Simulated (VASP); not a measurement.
**Sc3PIr4: single point with PBE**

Crystal: Sc3PIr4.

```
CELL_PARAMETERS angstrom
3.22169 0.00000 0.00000
0.00000 3.22169 0.00000
0.00000 0.00000 12.39351
ATOMIC_POSITIONS crystal
Sc 0.00000 0.00000 0.24007
Sc 0.00000 0.00000 0.50000
Sc 0.00000 0.00000 0.75993
P 0.00000 0.00000 0.00000
Ir 0.50000 0.50000 0.11184
Ir 0.50000 0.50000 0.36987
Ir 0.50000 0.50000 0.63013
Ir 0.50000 0.50000 0.88816
```

```
Program             : VASP 6.6.1
Task                : single point
Functional          : PBE
Potentials or basis : VASP PAW PBE potentials, release 64 (Sc_sv, P, Ir)
Cutoff              : 520 eV
k mesh              : 6 × 6 × 2
Occupations         : gaussian, width 0.2 eV
Spin                : no spin polarisation
```

The pressure is 0.5 GPa, the largest force is 0.021 eV/Å and the band gap on the k mesh is zero (band 37 reaches 8.37 eV, above the bottom of band 38 at 7.71 eV).

Forces in eV/Å, atoms in the order of the input:
```
Sc   0.000  0.000  0.017
Sc   0.000  0.000  0.000
Sc   0.000  0.000 -0.017
P    0.000  0.000  0.000
Ir   0.000  0.000 -0.021
Ir   0.000  0.000 -0.002
Ir   0.000  0.000  0.002
Ir   0.000  0.000  0.021
```

Stress tensor (GPa, compression positive):
```
0.68 0.00 0.00
0.00 0.68 0.00
0.00 0.00 0.28
```

Levels at points of the mesh, in eV from the Fermi level:
| k point | band 33 | band 34 | band 35 | band 36 | band 37 | band 38 | band 39 | band 40 | band 41 | band 42 |
| --- | --- | --- | --- | --- | --- | --- | --- | --- | --- | --- |
| (0.00, 0.00, 0.00) | -1.55 | -1.45 | -1.45 | -1.24 | 0.60 | 0.82 | 0.87 | 0.87 | 1.43 | 1.47 |
| (0.50, 0.00, 0.00) | -1.44 | -1.06 | -0.99 | -0.13 | 0.12 | 0.22 | 0.24 | 0.49 | 0.60 | 0.73 |
| (0.50, 0.50, 0.00) | -0.59 | -0.34 | -0.22 | -0.21 | -0.17 | 0.04 | 0.35 | 0.35 | 0.38 | 0.48 |
| (0.00, 0.00, 0.50) | -1.47 | -1.47 | -1.38 | -1.31 | 0.32 | 0.70 | 0.84 | 0.84 | 1.29 | 1.32 |
| (0.50, 0.00, 0.50) | -1.47 | -1.16 | -1.11 | -0.47 | -0.07 | 0.19 | 0.21 | 0.41 | 0.84 | 0.85 |
| (0.50, 0.50, 0.50) | -0.52 | -0.34 | -0.24 | -0.19 | -0.18 | 0.01 | 0.01 | 0.32 | 0.39 | 0.47 |

It took 85 s on 1 thread of Intel(R) Xeon(R) 6975P-C (Granite Rapids) (shared host), peak memory 0.28 GiB.

Caveat: spin-orbit coupling is left out, which moves the levels of the heavy elements.
